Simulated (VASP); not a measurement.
# AlN (wurtzite) (P6_3mc) in VASP: a series of runs, part 2 of 2

VASP 6.6.1. The steps go on from the part before.

### Step 6. Relaxation of the atoms, LDA

This run uses another cell than the first one, of 10.26 Å³/atom, 0.984 times its volume.

Contents of INCAR:

```
ALGO = Normal
EDIFF = 1E-7
EDIFFG = -0.004
ENCUT = 520
GGA = CA
IBRION = 2
ISIF = 2
ISMEAR = 0
LASPH = True
LCHARG = False
LREAL = False
LWAVE = False
NELM = 80
NSW = 80
PREC = Accurate
SIGMA = 0.01
```

Contents of KPOINTS:

```
k-points
0
Gamma
  8 8 5
```

Contents of POSCAR:

```
AlN
1.0
    3.0887828234      0.0000000000      0.0000000000
   -1.5443914117      2.6749643918      0.0000000000
    0.0000000000      0.0000000000      4.9680238836
Al N
2 2
Direct
    0.3333333333      0.6666666667      0.0000034427
    0.6666666667      0.3333333333      0.5000034427
    0.3333333333      0.6666666667      0.3819965573
    0.6666666667      0.3333333333      0.8819965573
```

Potentials or basis: VASP PAW LDA potentials, release 64 (Al, N).

Command:

```console
> cat potpaw_LDA.64/Al/POTCAR potpaw_LDA.64/N/POTCAR > POTCAR
> mpirun -np 1 vasp_std > vasp.out
```

OUTCAR:

```text
EDIFF = 1E-7
   EDIFFG = -0.004
   ENCUT = 520
   GGA = CA
   IBRION = 2
   ISIF = 2
   ISMEAR = 0
   LASPH = True
   LREAL = False
   NELM = 80
   NSW = 80
   PREC = Accurate

 ion  position               nearest neighbor table
   1  0.333  0.667  0.000-   4 1.88   4 1.88   4 1.88   3 1.90   2 3.06   2 3.06   2 3.06   2 3.06
                             2 3.06   2 3.06
   2  0.667  0.333  0.500-   3 1.88   3 1.88   3 1.88   4 1.90   1 3.06   1 3.06   1 3.06   1 3.06
                             1 3.06   1 3.06
   3  0.333  0.667  0.382-   2 1.88   2 1.88   2 1.88   1 1.90
   4  0.667  0.333  0.882-   1 1.88   1 1.88   1 1.88   2 1.90

  LATTYP: Found a hexagonal cell.
 ALAT       =     3.0887828234
 C/A-ratio  =     1.6084082850

  Lattice vectors:

 A1 = (   3.0887828234,   0.0000000000,   0.0000000000)
 A2 = (  -1.5443914117,   2.6749643918,   0.0000000000)
 A3 = (   0.0000000000,   0.0000000000,   4.9680238836)

Analysis of symmetry for initial positions (statically):
=====================================================================
 Subroutine PRICEL returns:
 Original cell was already a primitive cell.

 Routine SETGRP: Setting up the symmetry group for a
 hexagonal supercell.

 Subroutine GETGRP returns: Found 12 space group operations
 (whereof  6 operations were pure point group operations)
 out of a pool of 24 trial point group operations.

The static configuration has the point symmetry C_3v.
 The point group associated with its full space group is C_6v.

Analysis of symmetry for dynamics (positions and initial velocities):
=====================================================================
 Subroutine PRICEL returns:
 Original cell was already a primitive cell.

 Routine SETGRP: Setting up the symmetry group for a
 hexagonal supercell.

 Subroutine GETGRP returns: Found 12 space group operations
[... 148 lines left out ...]
--------------------------------------- Ionic step        1  -------------------------------------------

 number of electron      15.9999998 magnetization

 Free energy of the ion-electron system (eV)
  ---------------------------------------------------
  ext. energy  EPLUGINS =         0.00000000
  ---------------------------------------------------
  free energy    TOTEN  =       -32.84035479 eV

  energy without entropy =      -32.84035479  energy(sigma->0) =      -32.84035479

------------------------ aborting loop because EDIFF is reached ----------------------------------------

  FORCE on cell =-STRESS in cart. coord.  units (eV):
  Direction    XX          YY          ZZ          XY          YZ          ZX
  --------------------------------------------------------------------------------------
  -------------------------------------------------------------------------------------
  Total        0.0773685      0.0773685     -0.4419921      0.0000000      0.0000000     -0.0000000
  in kB        3.0198533      3.0198533    -17.2518627      0.0000000      0.0000000     -0.0000000
  external PRESSURE =      -3.7373854 kB  Pullay stress =       0.0000000 kB
[... 63 lines left out ...]
--------------------------------------- Ionic step        3  -------------------------------------------

 number of electron      15.9999997 magnetization

 Free energy of the ion-electron system (eV)
  ---------------------------------------------------
  ext. energy  EPLUGINS =         0.00000000
  ---------------------------------------------------
  free energy    TOTEN  =       -32.84066538 eV

  energy without entropy =      -32.84066538  energy(sigma->0) =      -32.84066538

 E-fermi :   6.0826     XC(G=0): -11.3214

 val. band max:        6.0327275464   @ k =   0.0000   0.0000   0.0000
 cond. band min:      10.4384754729   @ k =   0.0000   0.0000   0.0000
 fundamental gap:      4.4057479264
 Fermi energy:         6.0826085255

 k-point     1 :       0.0000    0.0000    0.0000
  band No.  band energies     occupation
      1      -9.0764      2.00000
      2      -6.8204      2.00000
      3      -0.0849      2.00000
      4       5.2043      2.00000
      5       5.2043      2.00000
      6       5.8506      2.00000
      7       5.8506      2.00000
      8       6.0327      2.00000
      9      10.4385      0.00000
     10      12.7970      0.00000
     11      16.6441      0.00000
     12      17.1749      0.00000
[... 331 lines left out ...]
 k-point    24 :       0.3750   -0.0000    0.4000
  band No.  band energies     occupation
      1      -7.0853      2.00000
      2      -6.6872      2.00000
      3       0.7205      2.00000
      4       1.1337      2.00000
      5       3.9664      2.00000
      6       4.4975      2.00000
      7       4.9082      2.00000
      8       4.9152      2.00000
      9      11.3794      0.00000
     10      12.0084      0.00000
     11      15.1494      0.00000
     12      15.8708      0.00000

 [... further k-points ...]

------------------------ aborting loop because EDIFF is reached ----------------------------------------

  FORCE on cell =-STRESS in cart. coord.  units (eV):
  Direction    XX          YY          ZZ          XY          YZ          ZX
  --------------------------------------------------------------------------------------
  -------------------------------------------------------------------------------------
  Total        0.0195148      0.0195148     -0.3222588      0.0000000      0.0000000      0.0000000
  in kB        0.7617021      0.7617021    -12.5784247      0.0000000      0.0000000      0.0000000
  external PRESSURE =      -3.6850069 kB  Pullay stress =       0.0000000 kB
[... 19 lines left out ...]
  FREE ENERGIE OF THE ION-ELECTRON SYSTEM (eV)
  ---------------------------------------------------
  free  energy   TOTEN  =       -32.8406653755 eV

  energy  without entropy=      -32.8406653755  energy(sigma->0) =      -32.84066538

 reached required accuracy - stopping structural energy minimisation
```

CONTCAR:

```text
AlN
   1.00000000000000
     3.0887828233999999    0.0000000000000000    0.0000000000000000
    -1.5443914116999999    2.6749643918000001    0.0000000000000000
     0.0000000000000000    0.0000000000000000    4.9680238835999999
  Al              N
     2     2
Direct
     0.3333333332999970    0.6666666667000030    0.0004944459798081
     0.6666666667000030    0.3333333332999970    0.5004944459798082
     0.3333333332999970    0.6666666667000030    0.3815055540201898
     0.6666666667000030    0.3333333332999970    0.8815055540201897

  0.00000000E+00  0.00000000E+00  0.00000000E+00
  0.00000000E+00  0.00000000E+00  0.00000000E+00
  0.00000000E+00  0.00000000E+00  0.00000000E+00
  0.00000000E+00  0.00000000E+00  0.00000000E+00
```

Wall time 18 s (1 thread of Intel Xeon Platinum 8488C (Sapphire Rapids), shared host); peak memory 0.14 GiB.

Results:

| Quantity | Value |
| --- | --- |
| Free energy | -32.8407 eV |
| Energy gained by relaxing | 0.1 meV/atom |
| Ionic steps | 3 |
| Pressure after relaxing | -0.4 GPa |
| Band gap on the k mesh | 4.41 eV, direct |

Stress tensor (GPa, compression positive):
```
 0.08  0.00  0.00
 0.00  0.08  0.00
 0.00  0.00 -1.26
```

The path:
```tsv
step	energy change (eV)	largest force (eV/Å)	pressure (GPa)
1	0.0000	0.0632	-0.37
2	-0.0003	0.0163	-0.37
3	-0.0003	0.0001	-0.37
```

Final structure:
```
Al N
1.0
     3.08878    0.00000    0.00000
    -1.54439    2.67496    0.00000
     0.00000    0.00000    4.96802
Al N
2 2
Direct
  0.33333 0.66667 0.00049
  0.66667 0.33333 0.50049
  0.33333 0.66667 0.38151
  0.66667 0.33333 0.88151
```

### Step 7. Overview

```tsv
task	cell	cutoff (eV)	gap on the mesh (eV)	pressure (GPa)
relaxation of cell and atoms	relaxed from a = 3.110, b = 3.110, c = 4.980 Å, angles 90.0, 90.0, 120.0°, 4 atoms	600	4.40	0.0
relaxation of the atoms	atoms relaxed from a = 3.089, b = 3.089, c = 4.919 Å, angles 90.0, 90.0, 120.0°, 4 atoms	520	4.44	1.6
relaxation of the atoms	atoms relaxed from a = 3.073, b = 3.073, c = 4.943 Å, angles 90.0, 90.0, 120.0°, 4 atoms	520	4.54	2.9
relaxation of the atoms	atoms relaxed from a = 3.089, b = 3.089, c = 4.943 Å, angles 90.0, 90.0, 120.0°, 4 atoms	520	4.42	0.6
relaxation of the atoms	atoms relaxed from a = 3.089, b = 3.089, c = 4.968 Å, angles 90.0, 90.0, 120.0°, 4 atoms	520	4.41	-0.4
```

Alike in all rows: level LDA; potentials or basis VASP PAW LDA potentials, release 64 (Al, N); no spin polarisation; k mesh 8 × 8 × 5; smearing gaussian 0.01 eV.

Caveats: the relaxation stopped at its first step, so nothing moved (some runs).

Total energies depend on the potentials used, so only differences within one code and one set of settings carry meaning.
